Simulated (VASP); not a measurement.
# TaN (C2) in VASP: single point with PBEsol

Aim: the single point of TaN with PBEsol.

All numbers are computed with VASP 6.6.1; they aren't measurements. Logs are shortened: lines on timing, memory, paths and dates and some standing lists are left out, and cuts for length are marked.

**1. The cell of the first run**

The structure is monoclinic, space group C2 (No. 5). The conventional cell has a = 2.925 Å, b = 5.064 Å, c = 2.872 Å, α = 90.00°, β = 92.86°, γ = 90.00°. Within 3.0 Å of Ta (site symmetry 2) lie 6 N at 2.17 to 2.26 Å and 8 Ta at 2.87 to 2.92 Å. N (site symmetry 2) has 6 Ta at 2.17 to 2.26 Å and 8 N at 2.87 to 2.92 Å within 3.0 Å.

**2. Single point, PBEsol (strain -0.0500 x Voigt [0, 0, 0, 0, 1, 0])**

Input file INCAR:

```
PREC     = Accurate       # precision mode
ENCUT    = 520            # plane-wave cutoff, eV
EDIFF    = 1E-7           # SCF threshold, eV
ISMEAR   = 0              # smearing method
SIGMA    = 0.15           # smearing width, eV
LREAL    = F              # projectors in reciprocal space
LASPH    = T              # aspherical terms in the spheres
NELM     = 100            # most SCF steps
ALGO     = Normal         # electronic algorithm
ISIF     = 2              # what is computed and relaxed
LWAVE    = F              # write WAVECAR
LCHARG   = F              # write CHGCAR
GGA      = PS             # functional
NBANDS   = 15             # bands
```

Input file KPOINTS:

```
regular mesh
0
Gamma
  24 24 20
```

Input file POSCAR:

```
TaN
1.0
    2.9239890447      0.0000000000     -0.0730997261
   -1.4619945224      2.5322487931      0.0365498631
   -0.0717681911      0.0000000000      2.8707276427
Ta N
1 1
Direct
    0.3333333333      0.6666666667      0.5000000000
    0.0000000000      0.0000000000      0.0000000000
```

Potentials or basis: VASP PAW PBE potentials, release 64 (Ta_pv, N).

Launch:

```console
> cat potpaw_PBE.64/Ta_pv/POTCAR potpaw_PBE.64/N/POTCAR > POTCAR
> mpirun -np 1 vasp_std > vasp.out
```

OUTCAR:

```text
PREC = Accurate
   ENCUT = 520
   EDIFF = 1E-7
   ISMEAR = 0
   LREAL = F
   LASPH = T
   NELM = 100
   ISIF = 2
   GGA = PS

 ion  position               nearest neighbor table
   1  0.333  0.667  0.500-   2 2.17   2 2.17   2 2.22   2 2.22   2 2.26   2 2.26
   2  0.000  0.000  0.000-   1 2.17   1 2.17   1 2.22   1 2.22   1 2.26   1 2.26

  LATTYP: Found a base centered monoclinic cell.
 ALAT       =     2.9249026485
 B/A-ratio  =     1.7315097953
 C/A-ratio  =     0.9817846780
 COS(beta)  =    -0.0499687695

  Lattice vectors:

 A1 = (   1.4619945224,  -2.5322487931,  -0.0365498631)
 A2 = (   1.4619945223,   2.5322487931,  -0.0365498630)
 A3 = (  -0.0717681911,   0.0000000000,   2.8707276427)

Analysis of symmetry for initial positions (statically):
=====================================================================
 Subroutine PRICEL returns:
 Original cell was already a primitive cell.

 Routine SETGRP: Setting up the symmetry group for a
 base centered monoclinic supercell.

 Subroutine GETGRP returns: Found  2 space group operations
 (whereof  2 operations were pure point group operations)
 out of a pool of  4 trial point group operations.

The static configuration has the point symmetry C_2 .

Analysis of symmetry for dynamics (positions and initial velocities):
=====================================================================
 Subroutine PRICEL returns:
 Original cell was already a primitive cell.

 Routine SETGRP: Setting up the symmetry group for a
 base centered monoclinic supercell.

 Subroutine GETGRP returns: Found  2 space group operations
 (whereof  2 operations were pure point group operations)
 out of a pool of  4 trial point group operations.

The dynamic configuration has the point symmetry C_2 .

 Subroutine INISYM returns: Found  2 space group operations
 (whereof  2 operations are pure point group operations),
 and found     1 'primitive' translations

----------------------------------------------------------------------------------------

                                     Primitive cell

  volume of cell :      21.2424

  direct lattice vectors                    reciprocal lattice vectors
     2.923989045  0.000000000 -0.073099726     0.342212428  0.197452952  0.008555311
    -1.461994522  2.532248793  0.036549863     0.000000000  0.394905904  0.000000000
    -0.071768191  0.000000000  2.870727643     0.008714040 -0.000000000  0.348561590

  length of vectors
     2.924902649  2.924217472  2.871624605     0.395183764  0.394905904  0.348670498

  position of ions in fractional coordinates (direct lattice)
     0.333333333  0.666666667  0.500000000
     0.000000000  0.000000000  0.000000000

  ion indices of the primitive-cell ions
   primitive index   ion index
                 1           1
                 2           2

----------------------------------------------------------------------------------------

 KPOINTS: regular mesh

Automatic generation of k-mesh.
 Grid dimensions read from file:
 generate k-points for:   24   24   20

 Generating k-lattice:

  Cartesian coordinates                     Fractional coordinates (reciprocal lattice)
     0.014258851  0.008227206  0.000356471     0.041666667 -0.000000000  0.000000000
     0.000000000  0.016454413  0.000000000     0.000000000  0.041666667  0.000000000
     0.000435702 -0.000000000  0.017428079     0.000000000  0.000000000  0.050000000

  Length of vectors
     0.016465990  0.016454413  0.017433525

  Shift w.r.t. Gamma in fractional coordinates (k-lattice)
     0.000000000  0.000000000  0.000000000

 Subroutine IBZKPT returns following result:
 ===========================================

 Found   3014 irreducible k-points:

 Following reciprocal coordinates:
            Coordinates               Weight
  0.000000  0.000000  0.000000      1.000000
  0.041667 -0.000000  0.000000      4.000000
  0.083333  0.000000 -0.000000      4.000000
  0.125000 -0.000000 -0.000000      4.000000
  0.166667  0.000000  0.000000      4.000000
  0.208333  0.000000  0.000000      4.000000
[... 16 lines left out ...]
  0.375000  0.041667  0.000000      4.000000
  0.416667  0.041667  0.000000      4.000000
 [... further k-points ...]
   k-points           NKPTS =   3014   k-points in BZ     NKDIM =   3014   number of bands    NBANDS=     15
   number of dos      NEDOS =    301   number of ions     NIONS =      2
   total plane-waves  NPLWV =  13824
   dimension x,y,z NGX =    24 NGY =   24 NGZ =   24
   dimension x,y,z NGXF=    48 NGYF=   48 NGZF=   48
   ions per type =               1   1
   NGX,Y,Z   is equivalent  to a cutoff of  13.64, 13.64, 13.89 a.u.
   NGXF,Y,Z  is equivalent  to a cutoff of  27.28, 27.29, 27.79 a.u.
 SYSTEM =  unknown system
   PREC   = accura    normal or accurate (medium, high low for compatibility)
   ISTART =      0    job   : 0-new  1-cont  2-samecut
   ICHARG =      2    charge: 1-file 2-atom 10-const
   ISPIN  =      1    spin polarized calculation?
   LNONCOLLINEAR =      F non collinear calculations
   LSORBIT =      F    spin-orbit coupling
   LASPH  =      T    aspherical Exc in radial PAW
   ENCUT  =  520.0 eV  38.22 Ry    6.18 a.u.   5.44  5.44  5.34*2*pi/ulx,y,z
   NELM   =    100;   NELMIN=  2; NELMDL= -5     # of ELM steps
   EDIFF  = 0.1E-06   stopping-criterion for ELM
   LREAL  =      F    real-space projection
   EDIFFG = 0.1E-05   stopping-criterion for IOM
   NSW    =      0    number of steps for IOM
   IBRION =     -1    ionic relax: 0-MD 1-quasi-New 2-CG
   NFREE  =      0    steps in history (QN), initial steepest desc. (CG)
   ISIF   =      2    stress and relaxation
   ISYM   =      2    0-nonsym 1-usesym 2-fastsym
   POTIM  = 0.5000    time-step for ionic-motion
   TEBEG  =    0.0;   TEEND  =   0.0 temperature during run
   PSTRESS=    0.0 pullay stress
   NELECT =      16.0000    total number of electrons
   NUPDOWN=      -1.0000    fix difference up-down
   EMIN   =  10.00;   EMAX   =-10.00  energy-range for DOS
   EFERMI =   0.00;   METHOD = LEGACY
   ISMEAR =     0;   SIGMA  =   0.15  broadening in eV -4-tet -1-fermi 0-gaus
   EFERMI_NEDOS =   21; number of points for ismear=-14 and -15
   IALGO  =     38    algorithm
   IMIX   =      4    mixing-type and parameters
     AMIX     =   0.40;   BMIX     =  1.00
     AMIX_MAG =   1.60;   BMIX_MAG =  1.00
  volume/ion in A,a.u.               =      10.62        71.68
  Fermi-wavevector in a.u.,A,eV,Ry     =   1.489523  2.814791 30.186969  2.218680
  Thomas-Fermi vector in A             =   2.602421
   LORBIT       =      0    0 simple, 1 ext, 2 COOP (PROOUT), +10 PAW based schemes
   GGA     = PS    functional components
   LHFCALC =     F    Hartree Fock is set to
   AEXX    =    0.0000 exact exchange contribution
   IVDW    =     0    specifies the selected vdW correction
   LEPSILON=     F    determine dielectric tensor
   LRPA    =     F    only Hartree local field effects (RPA)
 non-spin polarized calculation
 Gauss-broadening in eV      SIGMA  =   0.15
  energy-cutoff  :      520.00
  volume of cell :       21.24
 maximum number of plane-waves:       594
 NGX is ok and might be reduce to    24
   NGX = 11   NGY = 11   NGZ = 11

 number of electron      16.0000000 magnetization

 Free energy of the ion-electron system (eV)
  ---------------------------------------------------
  ext. energy  EPLUGINS =         0.00000000
  ---------------------------------------------------
  free energy    TOTEN  =       -23.76294317 eV

  energy without entropy =      -23.76211355  energy(sigma->0) =      -23.76252836

 E-fermi :   8.2188     XC(G=0): -13.5827

 val. band max:        8.2185059875   @ k =   0.0417  -0.0000   0.3000
 cond. band min:       8.2213142285   @ k =   0.0417  -0.0000   0.4500
 fundamental gap:      0.0028082409
 Fermi energy:         8.2187760697

 k-point     1 :       0.0000    0.0000    0.0000
  band No.  band energies     occupation
      1     -26.4921      2.00000
      2     -26.2181      2.00000
      3     -26.2165      2.00000
      4      -9.6025      2.00000
      5       3.5992      2.00000
      6       3.6073      2.00000
      7       3.9703      2.00000
      8       5.3261      2.00000
      9      10.4343      0.00000
     10      11.6733      0.00000
     11      11.7093      0.00000
     12      12.5725      0.00000
     13      12.6309      0.00000
     14      21.3921      0.00000
     15      21.7631      0.00000

 k-point     2 :       0.0417   -0.0000    0.0000
  band No.  band energies     occupation
      1     -26.4896      2.00000
      2     -26.2381      2.00000
      3     -26.2212      2.00000
      4      -9.5644      2.00000
      5       3.4789      2.00000
      6       3.6338      2.00000
      7       4.0280      2.00000
      8       5.2723      2.00000
      9      10.5690      0.00000
     10      11.6199      0.00000
     11      11.7200      0.00000
     12      12.5490      0.00000
     13      12.6585      0.00000
     14      21.3877      0.00000
     15      21.7588      0.00000

 k-point     3 :       0.0833    0.0000   -0.0000
  band No.  band energies     occupation
      1     -26.4822      2.00000
      2     -26.2975      2.00000
      3     -26.2338      2.00000
      4      -9.4524      2.00000
      5       3.1690      2.00000
      6       3.7162      2.00000
      7       4.1665      2.00000
      8       5.1242      2.00000
      9      10.9243      0.00000
     10      11.4533      0.00000
     11      11.7584      0.00000
     12      12.4875      0.00000
     13      12.7590      0.00000
     14      21.3733      0.00000
     15      21.7477      0.00000

 k-point     4 :       0.1250   -0.0000   -0.0000
  band No.  band energies     occupation
      1     -26.4704      2.00000
      2     -26.3908      2.00000
      3     -26.2538      2.00000
      4      -9.2736      2.00000
      5       2.7446      2.00000
      6       3.8444      2.00000
      7       4.3454      2.00000
      8       4.9255      2.00000
      9      11.1116      0.00000
     10      11.4354      0.00000
     11      11.8734      0.00000
     12      12.4141      0.00000
     13      12.9405      0.00000
     14      21.3537      0.00000
     15      21.7347      0.00000
[... 307 lines left out ...]
 k-point    22 :       0.3333    0.0417    0.0000
  band No.  band energies     occupation
      1     -27.1099      2.00000
      2     -26.4270      2.00000
      3     -26.3705      2.00000
      4      -7.7055      2.00000
      5       0.3912      2.00000
      6       3.2947      2.00000
      7       4.6282      2.00000
      8       5.3083      2.00000
      9      10.8618      0.00000
     10      11.3605      0.00000
     11      12.9819      0.00000
     12      13.7148      0.00000
     13      15.0167      0.00000
     14      21.5723      0.00000
     15      21.8929      0.00000

 k-point    23 :       0.3750    0.0417    0.0000
  band No.  band energies     occupation
      1     -27.2029      2.00000
      2     -26.4502      2.00000
      3     -26.3566      2.00000
      4      -7.4709      2.00000
      5       0.1439      2.00000
      6       3.1250      2.00000
      7       4.6050      2.00000
      8       5.2940      2.00000
      9      11.1135      0.00000
     10      11.5196      0.00000
     11      13.2097      0.00000
     12      13.7458      0.00000
     13      15.4177      0.00000
     14      21.1966      0.00000
     15      21.7318      0.00000

 k-point    24 :       0.4167    0.0417    0.0000
  band No.  band energies     occupation
      1     -27.2679      2.00000
      2     -26.4665      2.00000
      3     -26.3468      2.00000
      4      -7.3005      2.00000
      5      -0.0253      2.00000
      6       3.0085      2.00000
      7       4.5425      2.00000
      8       5.2941      2.00000
      9      11.0943      0.00000
     10      11.9796      0.00000
     11      13.3473      0.00000
     12      13.7334      0.00000
     13      15.8169      0.00000
     14      20.4227      0.00000
     15      21.6983      0.00000

 [... further k-points ...]

------------------------ aborting loop because EDIFF is reached ----------------------------------------

  FORCE on cell =-STRESS in cart. coord.  units (eV):
  Direction    XX          YY          ZZ          XY          YZ          ZX
  --------------------------------------------------------------------------------------
  -------------------------------------------------------------------------------------
  Total        0.2974624      0.1607563      0.3004201     -0.0000000      0.0000000      1.7078295
  in kB       22.4357237     12.1248416     22.6588060     -0.0000000      0.0000000    128.8108685
  external PRESSURE =      19.0731238 kB  Pullay stress =       0.0000000 kB

 VOLUME and BASIS-vectors are now :
 -----------------------------------------------------------------------------
  energy-cutoff  :      520.00
  volume of cell :       21.24
      direct lattice vectors                 reciprocal lattice vectors
     2.923989045  0.000000000 -0.073099726     0.342212428  0.197452952  0.008555311
    -1.461994522  2.532248793  0.036549863     0.000000000  0.394905904  0.000000000
    -0.071768191  0.000000000  2.870727643     0.008714040 -0.000000000  0.348561590

 POSITION                                       TOTAL-FORCE (eV/Angst)
 -----------------------------------------------------------------------------------
     -0.03588      1.68817      1.43536         0.000000     -0.065443     -0.000000
      0.00000      0.00000      0.00000        -0.000000      0.065443      0.000000
 -----------------------------------------------------------------------------------
    total drift:                                0.000000     -0.000005      0.000000

  FREE ENERGIE OF THE ION-ELECTRON SYSTEM (eV)
  ---------------------------------------------------
  free  energy   TOTEN  =       -23.7629431732 eV

  energy  without entropy=      -23.7621135474  energy(sigma->0) =      -23.76252836
```

Wall time 10 min (1 thread of AMD EPYC 9R45 (Zen 5), shared host); peak memory 0.96 GiB.

What came out:

| Quantity | Value |
| --- | --- |
| Free energy | -23.7629 eV |
| Pressure | 1.9 GPa |
| Largest force | 0.065 eV/Å |
| Band gap on the k mesh | zero (bands 8 and 9 overlap by 0.48 eV) |

Forces on the atoms (eV/Å):
```
Ta   0.000 -0.065  0.000
N    0.000  0.065  0.000
```

Stress tensor (GPa, compression positive):
```
 2.24  0.00 12.88
 0.00  1.21  0.00
12.88  0.00  2.27
```

Caveat: the cell differs from its parent crystal (strain -0.0500 x Voigt [0, 0, 0, 0, 1, 0]); the PAW data sets were made with another functional, which shifts forces and pressure a little; spin-orbit coupling is left out, which moves the levels of the heavy elements.
